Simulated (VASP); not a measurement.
# WC in VASP: further runs

The runs below take WC through single point, with r2SCAN.

Program: VASP 6.6.1. These are calculated values, not measurements. Logs are shortened: lines on timing, memory, paths and dates and some standing lists are left out, and cuts for length are marked.

**1. The cell of the first run**

Symmetry: Fm-3m, No. 225, cubic system. The conventional cell has a = 4.385 Å, b = 4.385 Å, c = 4.385 Å, α = 90.00°, β = 90.00°, γ = 90.00°. W (site symmetry m-3m) has 6 C at 2.19 Å within 2.9 Å. Within 2.9 Å of C (site symmetry m-3m) lie 6 W at 2.19 Å.

**2. Single point, r2SCAN**

Input file POSCAR:

```
WC
1.0
    0.0000000000      2.1926800000      2.1926800000
    2.1926800000      0.0000000000      2.1926800000
    2.1926800000      2.1926800000      0.0000000000
W C
1 1
Direct
    0.0000000000      0.0000000000      0.0000000000
    0.5000000000      0.5000000000      0.5000000000
```

Input file INCAR.step1:

```
PREC = Accurate ; ENCUT = 660
ISMEAR = -1 ; SIGMA = 0.1
LREAL = F ; LASPH = T
NELM = 120 ; NBANDS = 16
GGA = PE ; ALGO = Normal
EDIFF = 1E-5 ; LWAVE = T
LCHARG = F ; GGA_COMPAT = F
```

Input file INCAR.step2:

```
PREC = Accurate ; ENCUT = 660
EDIFF = 1E-6 ; ISMEAR = -1
SIGMA = 0.1 ; LREAL = F
LASPH = T ; NELM = 120
ALGO = Normal ; ISIF = 2
LWAVE = F ; LCHARG = F
METAGGA = R2SCAN ; LMIXTAU = T
NBANDS = 16 ; ISTART = 1
GGA_COMPAT = F
```

Input file KPOINTS:

```
Automatic mesh
0
Gamma
  4 4 4
```

Potentials or basis: VASP PAW PBE potentials, release 64 (W_sv, C).

Launch:

```
$ cat potpaw_PBE.64/W_sv/POTCAR potpaw_PBE.64/C/POTCAR > POTCAR
$ cp INCAR.step1 INCAR
$ mpirun -np 1 vasp_std > vasp.out
$ cp INCAR.step2 INCAR
$ mpirun -np 1 vasp_std > vasp.out
```

OUTCAR:

```text
PREC = Accurate
   ENCUT = 660
   EDIFF = 1E-6
   ISMEAR = -1
   LREAL = F
   LASPH = T
   NELM = 120
   ISIF = 2
   METAGGA = R2SCAN
   ISTART = 1

 ion  position               nearest neighbor table
   1  0.000  0.000  0.000-   2 2.19   2 2.19   2 2.19   2 2.19   2 2.19   2 2.19
   2  0.500  0.500  0.500-   1 2.19   1 2.19   1 2.19   1 2.19   1 2.19   1 2.19

  LATTYP: Found a face centered cubic cell.
 ALAT       =     4.3853600000

  Lattice vectors:

 A1 = (   0.0000000000,   2.1926800000,   2.1926800000)
 A2 = (   2.1926800000,   0.0000000000,   2.1926800000)
 A3 = (   2.1926800000,   2.1926800000,   0.0000000000)

Analysis of symmetry for initial positions (statically):
=====================================================================
 Subroutine PRICEL returns:
 Original cell was already a primitive cell.

 Routine SETGRP: Setting up the symmetry group for a
 face centered cubic supercell.

 Subroutine GETGRP returns: Found 48 space group operations
 (whereof 48 operations were pure point group operations)
 out of a pool of 48 trial point group operations.

The static configuration has the point symmetry O_h .

Analysis of symmetry for dynamics (positions and initial velocities):
=====================================================================
 Subroutine PRICEL returns:
 Original cell was already a primitive cell.

 Routine SETGRP: Setting up the symmetry group for a
 face centered cubic supercell.

 Subroutine GETGRP returns: Found 48 space group operations
 (whereof 48 operations were pure point group operations)
 out of a pool of 48 trial point group operations.

The dynamic configuration has the point symmetry O_h .

 Subroutine INISYM returns: Found 48 space group operations
 (whereof 48 operations are pure point group operations),
 and found     1 'primitive' translations

----------------------------------------------------------------------------------------

                                     Primitive cell

  volume of cell :      21.0841

  direct lattice vectors                    reciprocal lattice vectors
     0.000000000  2.192680000  2.192680000    -0.228031450  0.228031450  0.228031450
     2.192680000  0.000000000  2.192680000     0.228031450 -0.228031450  0.228031450
     2.192680000  2.192680000  0.000000000     0.228031450  0.228031450 -0.228031450

  length of vectors
     3.100917794  3.100917794  3.100917794     0.394962057  0.394962057  0.394962057

  position of ions in fractional coordinates (direct lattice)
     0.000000000  0.000000000  0.000000000
     0.500000000  0.500000000  0.500000000

  ion indices of the primitive-cell ions
   primitive index   ion index
                 1           1
                 2           2

----------------------------------------------------------------------------------------

 KPOINTS: Automatic mesh

Automatic generation of k-mesh.
 Grid dimensions read from file:
 generate k-points for:    4    4    4

 Generating k-lattice:

  Cartesian coordinates                     Fractional coordinates (reciprocal lattice)
    -0.057007863  0.057007863  0.057007863     0.250000000  0.000000000  0.000000000
     0.057007863 -0.057007863  0.057007863     0.000000000  0.250000000  0.000000000
     0.057007863  0.057007863 -0.057007863     0.000000000  0.000000000  0.250000000

  Length of vectors
     0.098740514  0.098740514  0.098740514

  Shift w.r.t. Gamma in fractional coordinates (k-lattice)
     0.000000000  0.000000000  0.000000000

 Subroutine IBZKPT returns following result:
 ===========================================

 Found      8 irreducible k-points:

 Following reciprocal coordinates:
            Coordinates               Weight
  0.000000  0.000000  0.000000      1.000000
  0.250000  0.000000  0.000000      8.000000
  0.500000  0.000000  0.000000      4.000000
  0.250000  0.250000  0.000000      6.000000
  0.500000  0.250000  0.000000     24.000000
 -0.250000  0.250000  0.000000     12.000000
  0.500000  0.500000  0.000000      3.000000
 -0.250000  0.500000  0.250000      6.000000
   k-points           NKPTS =      8   k-points in BZ     NKDIM =      8   number of bands    NBANDS=     16
   number of dos      NEDOS =    301   number of ions     NIONS =      2
   total plane-waves  NPLWV =  21952
   dimension x,y,z NGX =    28 NGY =   28 NGZ =   28
   dimension x,y,z NGXF=    56 NGYF=   56 NGZF=   56
   ions per type =               1   1
   NGX,Y,Z   is equivalent  to a cutoff of  15.01, 15.01, 15.01 a.u.
   NGXF,Y,Z  is equivalent  to a cutoff of  30.02, 30.02, 30.02 a.u.
 SYSTEM =  unknown system
   PREC   = accura    normal or accurate (medium, high low for compatibility)
   ISTART =      1    job   : 0-new  1-cont  2-samecut
   ICHARG =      0    charge: 1-file 2-atom 10-const
   ISPIN  =      1    spin polarized calculation?
   LNONCOLLINEAR =      F non collinear calculations
   LSORBIT =      F    spin-orbit coupling
   LASPH  =      T    aspherical Exc in radial PAW
   ENCUT  =  660.0 eV  48.51 Ry    6.96 a.u.   6.50  6.50  6.50*2*pi/ulx,y,z
   NELM   =    120;   NELMIN=  2; NELMDL=  0     # of ELM steps
   EDIFF  = 0.1E-05   stopping-criterion for ELM
   LREAL  =      F    real-space projection
   EDIFFG = 0.1E-04   stopping-criterion for IOM
   NSW    =      0    number of steps for IOM
   IBRION =     -1    ionic relax: 0-MD 1-quasi-New 2-CG
   NFREE  =      0    steps in history (QN), initial steepest desc. (CG)
   ISIF   =      2    stress and relaxation
   ISYM   =      2    0-nonsym 1-usesym 2-fastsym
   POTIM  = 0.5000    time-step for ionic-motion
   TEBEG  =    0.0;   TEEND  =   0.0 temperature during run
   PSTRESS=    0.0 pullay stress
   NELECT =      18.0000    total number of electrons
   NUPDOWN=      -1.0000    fix difference up-down
   EMIN   =  10.00;   EMAX   =-10.00  energy-range for DOS
   EFERMI =   0.00;   METHOD = LEGACY
   ISMEAR =    -1;   SIGMA  =   0.10  broadening in eV -4-tet -1-fermi 0-gaus
   EFERMI_NEDOS =   21; number of points for ismear=-14 and -15
   IALGO  =     38    algorithm
   IMIX   =      4    mixing-type and parameters
     AMIX     =   0.40;   BMIX     =  1.00
     AMIX_MAG =   1.60;   BMIX_MAG =  1.00
  volume/ion in A,a.u.               =      10.54        71.14
  Fermi-wavevector in a.u.,A,eV,Ry     =   1.553032  2.934805 32.816007  2.411908
  Thomas-Fermi vector in A             =   2.657321
   LORBIT       =      0    0 simple, 1 ext, 2 COOP (PROOUT), +10 PAW based schemes
   METAGGA = R2SCAN    functional components
   LHFCALC =     F    Hartree Fock is set to
   AEXX    =    0.0000 exact exchange contribution
   IVDW    =     0    specifies the selected vdW correction
   LEPSILON=     F    determine dielectric tensor
   LRPA    =     F    only Hartree local field effects (RPA)
 non-spin polarized calculation
  energy-cutoff  :      660.00
  volume of cell :       21.08
 maximum number of plane-waves:       869
 NGX is ok and might be reduce to    28
   NGX = 13   NGY = 13   NGZ = 13

 number of electron      18.0000001 magnetization

 Free energy of the ion-electron system (eV)
  ---------------------------------------------------
  ext. energy  EPLUGINS =         0.00000000
  ---------------------------------------------------
  free energy    TOTEN  =       -60.76996936 eV

  energy without entropy =      -60.73928349  energy(sigma->0) =      -60.75462642

 E-fermi :  12.0740     XC(G=0): -14.8480

 val. band max:       11.9610589106   @ k =  -0.2500   0.2500   0.0000
 cond. band min:      12.2584186783   @ k =   0.2500   0.2500   0.0000
 fundamental gap:      0.2973597676
 Fermi energy:        12.0739679494

 k-point     1 :       0.0000    0.0000    0.0000
  band No.  band energies     occupation
      1     -65.0248      2.00000
      2     -28.3629      2.00000
      3     -28.3629      2.00000
      4     -28.3629      2.00000
      5      -4.3235      2.00000
      6       9.5690      2.00000
[... 8 lines left out ...]
     15      23.0380      0.00000
     16      36.2351      0.00000

 k-point     2 :       0.2500    0.0000    0.0000
  band No.  band energies     occupation
      1     -65.0040      2.00000
      2     -28.6824      2.00000
      3     -28.3969      2.00000
      4     -28.3969      2.00000
      5      -2.6609      2.00000
      6       5.8746      2.00000
[... 8 lines left out ...]
     15      25.4506      0.00000
     16      30.1380      0.00000

 k-point     3 :       0.5000    0.0000    0.0000
  band No.  band energies     occupation
      1     -64.9832      2.00000
      2     -28.9869      2.00000
      3     -28.4305      2.00000
      4     -28.4305      2.00000
      5       0.3107      2.00000
      6       2.2050      2.00000
[... 8 lines left out ...]
     15      24.7029      0.00000
     16      24.7029      0.00000

 k-point     4 :       0.2500    0.2500    0.0000
  band No.  band energies     occupation
      1     -64.9970      2.00000
      2     -28.6536      2.00000
      3     -28.4739      2.00000
      4     -28.4739      2.00000
      5      -2.5308      2.00000
      6       5.0563      2.00000
[... 8 lines left out ...]
     15      27.4379      0.00000
     16      27.6380      0.00000

 k-point     5 :       0.5000    0.2500    0.0000
  band No.  band energies     occupation
      1     -64.9762      2.00000
      2     -28.8686      2.00000
      3     -28.5968      2.00000
      4     -28.5078      2.00000
      5      -1.1222      2.00000
      6       4.3325      2.00000
[... 8 lines left out ...]
     15      23.8464      0.00000
     16      27.5821      0.00000

 k-point     6 :      -0.2500    0.2500    0.0000
  band No.  band energies     occupation
      1     -64.9831      2.00000
      2     -28.8073      2.00000
      3     -28.6144      2.00000
      4     -28.4313      2.00000
      5      -0.9506      2.00000
      6       3.8155      2.00000
[... 8 lines left out ...]
     15      25.3120      0.00000
     16      26.3763      0.00000

 k-point     7 :       0.5000    0.5000    0.0000
  band No.  band energies     occupation
      1     -64.9692      2.00000
      2     -28.9182      2.00000
      3     -28.5840      2.00000
      4     -28.5840      2.00000
      5      -2.1229      2.00000
      6       6.4864      2.00000
[... 8 lines left out ...]
     15      25.2159      0.00000
     16      31.3387      0.00000

 k-point     8 :      -0.2500    0.5000    0.2500
  band No.  band energies     occupation
      1     -64.9692      2.00000
      2     -28.7528      2.00000
      3     -28.7528      2.00000
      4     -28.5918      2.00000
      5      -1.1949      2.00000
      6       5.7455      2.00000
[... 8 lines left out ...]
     15      25.9771      0.00000
     16      25.9771      0.00000

------------------------ aborting loop because EDIFF is reached ----------------------------------------

  FORCE on cell =-STRESS in cart. coord.  units (eV):
  Direction    XX          YY          ZZ          XY          YZ          ZX
  --------------------------------------------------------------------------------------
  -------------------------------------------------------------------------------------
  Total       -0.6463247     -0.6463247     -0.6463247     -0.0000000      0.0000000     -0.0000000
  in kB      -49.1140307    -49.1140307    -49.1140307     -0.0000000      0.0000000     -0.0000000
  external PRESSURE =     -49.1140307 kB  Pullay stress =       0.0000000 kB

 VOLUME and BASIS-vectors are now :
 -----------------------------------------------------------------------------
  energy-cutoff  :      660.00
  volume of cell :       21.08
      direct lattice vectors                 reciprocal lattice vectors
     0.000000000  2.192680000  2.192680000    -0.228031450  0.228031450  0.228031450
     2.192680000  0.000000000  2.192680000     0.228031450 -0.228031450  0.228031450
     2.192680000  2.192680000  0.000000000     0.228031450  0.228031450 -0.228031450

 POSITION                                       TOTAL-FORCE (eV/Angst)
 -----------------------------------------------------------------------------------
      0.00000      0.00000      0.00000         0.000000     -0.000000     -0.000000
      2.19268      2.19268      2.19268         0.000000      0.000000      0.000000
 -----------------------------------------------------------------------------------
    total drift:                               -0.000000      0.000000      0.000000

  FREE ENERGIE OF THE ION-ELECTRON SYSTEM (eV)
  ---------------------------------------------------
  free  energy   TOTEN  =       -60.7699693587 eV

  energy  without entropy=      -60.7392834874  energy(sigma->0) =      -60.75462642
```

Wall time 13 s (1 thread of Intel Xeon 6975P-C (Granite Rapids), shared host); peak memory 0.17 GiB.

What came out:

| Quantity | Value |
| --- | --- |
| Free energy | -60.7700 eV |
| Pressure | -4.9 GPa |
| Band gap on the k mesh | zero (band 9 reaches 13.51 eV, above the bottom of band 10 at 11.21 eV) |

Levels at points of the mesh, in eV from the Fermi level:
```csv
k point,band 6,band 7,band 8,band 9,band 10,band 11,band 12,band 13
"(0.00, 0.00, 0.00)",-2.50,-2.50,-2.50,-0.86,-0.86,-0.86,-0.68,-0.68
"(0.50, 0.00, 0.00)",-9.87,-6.61,-6.61,1.44,1.44,2.83,5.70,9.50
"(0.50, 0.50, 0.00)",-5.59,-5.54,-2.40,-2.40,1.21,2.69,2.69,6.05
```

Caveat: the k points lie up to 0.62 Å⁻¹ apart; the PAW data sets were made with another functional, which shifts forces and pressure a little; spin-orbit coupling is left out, which moves the levels of the heavy elements.

**3. Single point, r2SCAN**

Input file POSCAR:

```
WC
1.0
    0.0000000000      2.1926800000      2.1926800000
    2.1926800000      0.0000000000      2.1926800000
    2.1926800000      2.1926800000      0.0000000000
W C
1 1
Direct
   -0.0002734427      0.0001181559      0.0000491447
    0.5041853059      0.4981915094      0.4992477932
```

Input file INCAR.step1:

```
PREC = Accurate
ENCUT = 660
ISMEAR = -1
SIGMA = 0.1
LREAL = False
LASPH = True
NELM = 120
NBANDS = 16
GGA = PE
ALGO = Normal
EDIFF = 1E-5
LWAVE = True
LCHARG = False
GGA_COMPAT = False
```

Input file INCAR.step2:

```
PREC = Accurate
ENCUT = 660
EDIFF = 1E-6
ISMEAR = -1
SIGMA = 0.1
LREAL = False
LASPH = True
NELM = 120
ALGO = Normal
ISIF = 2
LWAVE = False
LCHARG = True
METAGGA = R2SCAN
LMIXTAU = True
LELF = True
LVHAR = True
NBANDS = 16
ISTART = 1
GGA_COMPAT = False
```

Input file KPOINTS:

```
regular mesh
0
Gamma
  4 4 4
```

Potentials or basis: VASP PAW PBE potentials, release 64 (W_sv, C).

Launch:

```
$ cat potpaw_PBE.64/W_sv/POTCAR potpaw_PBE.64/C/POTCAR > POTCAR
$ cp INCAR.step1 INCAR
$ mpirun -np 1 vasp_std > vasp.out
$ cp INCAR.step2 INCAR
$ mpirun -np 1 vasp_std > vasp.out
```

It took 37 s on 1 thread of Intel Xeon 6975P-C (Granite Rapids), shared host; peak memory 0.18 GiB.

It converged, with:

```
Free energy            : -60.7692 eV
Pressure               : -4.9 GPa
Largest force          : 0.132 eV/Å
Band gap on the k mesh : zero (band 9 reaches 13.51 eV, above the bottom of band 10 at 11.18 eV)
```

Forces in eV/Å, atoms in the order of the input:
```
W   -0.069  0.093  0.064
C    0.069 -0.093 -0.064
```

Levels at points of the mesh, in eV from the Fermi level:
| k point | band 5 | band 6 | band 7 | band 8 | band 9 | band 10 | band 11 | band 12 | band 13 | band 14 |
| --- | --- | --- | --- | --- | --- | --- | --- | --- | --- | --- |
| (0.00, 0.00, 0.00) | -16.40 | -2.51 | -2.51 | -2.51 | -0.91 | -0.89 | -0.86 | -0.65 | -0.63 | 7.34 |
| (0.50, 0.00, 0.00) | -11.76 | -9.87 | -6.61 | -6.61 | 1.44 | 1.44 | 2.83 | 5.70 | 9.50 | 9.50 |
| (0.00, 0.50, 0.00) | -11.76 | -9.87 | -6.61 | -6.61 | 1.44 | 1.44 | 2.83 | 5.70 | 9.50 | 9.50 |
| (0.00, 0.00, 0.50) | -11.76 | -9.87 | -6.61 | -6.61 | 1.44 | 1.44 | 2.83 | 5.70 | 9.50 | 9.50 |
| (0.50, 0.50, 0.50) | -11.76 | -9.87 | -6.61 | -6.61 | 1.44 | 1.44 | 2.83 | 5.70 | 9.50 | 9.50 |
| (0.50, 0.50, 0.00) | -14.20 | -5.59 | -5.54 | -2.40 | -2.40 | 1.21 | 2.69 | 2.69 | 6.05 | 8.00 |
| (0.00, 0.50, 0.50) | -14.20 | -5.59 | -5.54 | -2.40 | -2.40 | 1.21 | 2.69 | 2.69 | 6.05 | 8.00 |
| (0.50, 0.00, 0.50) | -14.20 | -5.59 | -5.54 | -2.40 | -2.40 | 1.21 | 2.69 | 2.69 | 6.05 | 8.00 |

Caveat: the k points lie up to 0.62 Å⁻¹ apart; the PAW data sets were made with another functional, which shifts forces and pressure a little; spin-orbit coupling is left out, which moves the levels of the heavy elements.

**4. Single point, r2SCAN**

Input file POSCAR:

```
WC
1.0
    0.0000000000      2.1926800000      2.1926800000
    2.1926800000      0.0000000000      2.1926800000
    2.1926800000      2.1926800000      0.0000000000
W C
1 1
Direct
   -0.0005441914      0.0002351476      0.0000978053
    0.5083293802      0.4964008368      0.4985029949
```

INCAR.step1 is that of step 3.

INCAR.step2 is that of step 3.

KPOINTS is that of step 3.

Launch:

```
$ cat potpaw_PBE.64/W_sv/POTCAR potpaw_PBE.64/C/POTCAR > POTCAR
$ cp INCAR.step1 INCAR
$ mpirun -np 1 vasp_std > vasp.out
$ cp INCAR.step2 INCAR
$ mpirun -np 1 vasp_std > vasp.out
```

Run time: 37 s. Hardware: 1 thread of Intel Xeon 6975P-C (Granite Rapids), shared host; peak memory 0.18 GiB.

It converged, with:

- Free energy: -60.7670 eV
- Pressure: -4.8 GPa
- Largest force: 0.262 eV/Å
- Band gap on the k mesh: zero (band 9 reaches 13.51 eV, above the bottom of band 10 at 11.13 eV)

Forces on the atoms (eV/Å):
```
W   -0.137  0.184  0.127
C    0.137 -0.184 -0.127
```

Levels at points of the mesh, in eV from the Fermi level:
| k point | band 6 | band 7 | band 8 | band 9 | band 10 | band 11 | band 12 | band 13 |
| --- | --- | --- | --- | --- | --- | --- | --- | --- |
| (0.00, 0.00, 0.00) | -2.53 | -2.51 | -2.51 | -0.99 | -0.94 | -0.84 | -0.58 | -0.54 |
| (0.50, 0.00, 0.00) | -9.86 | -6.62 | -6.61 | 1.44 | 1.44 | 2.83 | 5.70 | 9.50 |
| (0.00, 0.50, 0.00) | -9.87 | -6.61 | -6.61 | 1.44 | 1.44 | 2.83 | 5.69 | 9.49 |
| (0.00, 0.00, 0.50) | -9.87 | -6.61 | -6.61 | 1.44 | 1.44 | 2.83 | 5.69 | 9.49 |
| (0.50, 0.50, 0.50) | -9.87 | -6.61 | -6.61 | 1.44 | 1.44 | 2.83 | 5.69 | 9.49 |
| (0.50, 0.50, 0.00) | -5.59 | -5.55 | -2.41 | -2.39 | 1.21 | 2.69 | 2.69 | 6.05 |
| (0.00, 0.50, 0.50) | -5.59 | -5.55 | -2.41 | -2.39 | 1.21 | 2.69 | 2.69 | 6.05 |
| (0.50, 0.00, 0.50) | -5.59 | -5.55 | -2.40 | -2.39 | 1.21 | 2.69 | 2.69 | 6.05 |

Caveat: the k points lie up to 0.62 Å⁻¹ apart; the PAW data sets were made with another functional, which shifts forces and pressure a little; spin-orbit coupling is left out, which moves the levels of the heavy elements.

(Continued in part 2 of 2.)
